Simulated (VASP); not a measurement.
Here is a VASP 6.6.1 calculation.

File INCAR:

```
ALGO = Normal ; EDIFF = 1E-7
EDIFFG = -0.001 ; ENCUT = 500
GGA_COMPAT = False ; IBRION = 2
ISIF = 3 ; ISMEAR = 0
LASPH = True ; LCHARG = False
LREAL = False ; LWAVE = False
NELM = 120 ; NELMIN = 4
NSW = 80 ; PREC = Accurate
PSTRESS = 250.0 ; SIGMA = 0.01
```

The input KPOINTS:

```
k-points
0
Gamma
  12 12 12
```

The input POSCAR:

```
BP
1.0
    0.0000000000      2.1608585558      2.1608585558
    2.1608585558      0.0000000000      2.1608585558
    2.1608585558      2.1608585558      0.0000000000
B P
1 1
Direct
    0.0000000000      0.0000000000      0.0000000000
    0.7500000000      0.7500000000      0.7500000000
```

Potentials or basis: VASP PAW LDA potentials, release 64 (B, P).

Command:

```console
$ cat potpaw_LDA.64/B/POTCAR potpaw_LDA.64/P/POTCAR > POTCAR
$ mpirun -np 1 vasp_std > vasp.out
```

(1) What does it give for the space group after relaxing (to 0.05 Å)?

(2) Estimate the band gap on the k mesh.

(3) Estimate the relaxed volume.

(4) What does it give for the relaxed cell?

## Answers

(1) F-43m (No. 216).

(2) 0.99 eV, indirect (least direct gap 3.66 eV).

(3) 10.08 Å³/atom.

(4) a = 3.055 Å, b = 3.055 Å, c = 3.055 Å, α = 60.00°, β = 60.00°, γ = 60.00°.

Caveat: the cell is relaxed towards a set pressure, so the enthalpy falls and the energy may rise.
